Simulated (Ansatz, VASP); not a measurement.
**Two plane-wave programs on BaZrO3**

The input INCAR:

```
PREC = Accurate
ENCUT = 520
EDIFF = 1E-7
ISMEAR = 0
SIGMA = 0.01
LREAL = F
LASPH = T
NELM = 150
ALGO = Normal
ISIF = 2
LWAVE = F
LCHARG = F
MAGMOM = 0 0 0 0 0 0 0 0 0 0 0 0 0 0 0
LORBIT = 11
LSORBIT = T
GGA_COMPAT = F
LORBMOM = T
LMAXMIX = 4
GGA = PE
NBANDS = 55
```

The input KPOINTS:

```
regular mesh
0
Gamma
  6 6 6
```

The input POSCAR:

```
BaZrO3
1.0
    4.2053404461      0.0000000000      0.0000000000
    0.0000000000      4.2053404461      0.0000000000
    0.0000000000      0.0000000000      4.2053404461
Ba Zr O
1 1 3
Direct
    0.0000000000      0.0000000000      0.0000000000
    0.5000000000      0.5000000000      0.5000000000
    0.5000000000      0.0000000000      0.5000000000
    0.5000000000      0.5000000000      0.0000000000
    0.0000000000      0.5000000000      0.5000000000
```

Input for Ansatz:

```yaml
crystal:
  lattice:
    - [4.2053404461, 0.0, 0.0]
    - [0.0, 4.2053404461, 0.0]
    - [0.0, 0.0, 4.2053404461]
  atoms:
    - { symbol: Ba, position: [0.0, 0.0, 0.0] }
    - { symbol: Zr, position: [0.5, 0.5, 0.5] }
    - { symbol: O, position: [0.5, 0.0, 0.5] }
    - { symbol: O, position: [0.5, 0.5, 0.0] }
    - { symbol: O, position: [0.0, 0.5, 0.5] }
kpoints:
  mp_grid: { grid: [6, 6, 6] }
  band_path:
    path: [[0.0, 0.0, 0.0], [0.0, 0.5, 0.0], [0.5, 0.5, 0.0], [0.5, 0.5, 0.5]]
    npoints: 1
hamiltonian:
  xc: pbe
scf:
  occupations: { method: fixed }
  n_extra_bands: 10
magnetization:
  noncollinear: true
  spin_orbit: true
output:
  forces: true
  stress: true
  eigenvalues: true
```

Alike in both runs: task single point; functional PBE; k mesh 6 × 6 × 6; non-collinear spin, spin-orbit coupling.

```csv
,VASP,Ansatz
version,VASP 6.6.1,Ansatz 0.2.0
potentials or method,"VASP PAW PBE potentials, release 64 (Ba_sv, Zr_sv, O)","plane waves, PAW"
plane-wave cutoff (eV),520,420
occupations,"gaussian, width 0.01 eV",fixed
valence electrons in the cell,40,40
```

Ansatz gave:

- pressure (GPa): 2.4
- net moment per atom (μB): 0.00

Question: Estimate VASP's values.

Answer: Pressure (GPa): 3.4; net moment per atom (μB): 0.00.
